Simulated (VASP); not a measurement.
Input of a VASP 6.6.1 run:

The input INCAR:

```
SYSTEM = Ge4S
PREC = Accurate
ENCUT = 520
EDIFF = 1E-6
ISMEAR = 0
SIGMA = 0.1
LREAL = .FALSE.
LASPH = .TRUE.
NELM = 80
ALGO = Fast
ISIF = 2
LWAVE = .FALSE.
LCHARG = .FALSE.
LDIPOL = .TRUE.
IDIPOL = 3
DIPOL = 0.5 0.5 0.339
GGA = PE
IBRION = 2
NSW = 36
EDIFFG = -0.025
```

Contents of KPOINTS:

```
regular mesh
0
G
  7 7 1
  0 0 0
```

File POSCAR:

```
Ge4S
1.0
    4.0740542171      0.0000000000      0.0000000000
    0.0000000000      4.0740542171      0.0000000000
    0.0000000000      0.0000000000     19.8557569412
Ge S
4 1
Selective dynamics
Direct
    0.0000000000      0.5000000000      0.2014529092  F F F
    0.0000000000      0.0000000000      0.2739958843  F F F
    0.5000000000      0.0000000000      0.3493666172  F F F
    0.5000000000      0.5000000000      0.4208228861  F F F
    0.8750000000      1.0000000000      0.4469850142  F F T
```

Potentials or basis: VASP PAW PBE potentials, release 64 (Ge_d, S).

Command:

```sh
$ cat potpaw_PBE.64/Ge_d/POTCAR potpaw_PBE.64/S/POTCAR > POTCAR
$ mpirun -np 1 vasp_std > vasp.out
```

Problem. Predict the band gap on the k mesh.

Solution. Zero (bands 31 and 32 overlap by 0.93 eV).

Problem. Estimate the energy gained by relaxing.

Solution. 0.3 meV/atom.

The path:
```csv
step,energy change (eV),largest force on free atoms (eV/Å),pressure (GPa)
1,0.0000,0.1014,0.42
2,-0.0005,0.0831,0.41
3,-0.0014,0.0420,0.36
4,-0.0014,0.0416,0.27
5,-0.0017,0.0006,0.32
```
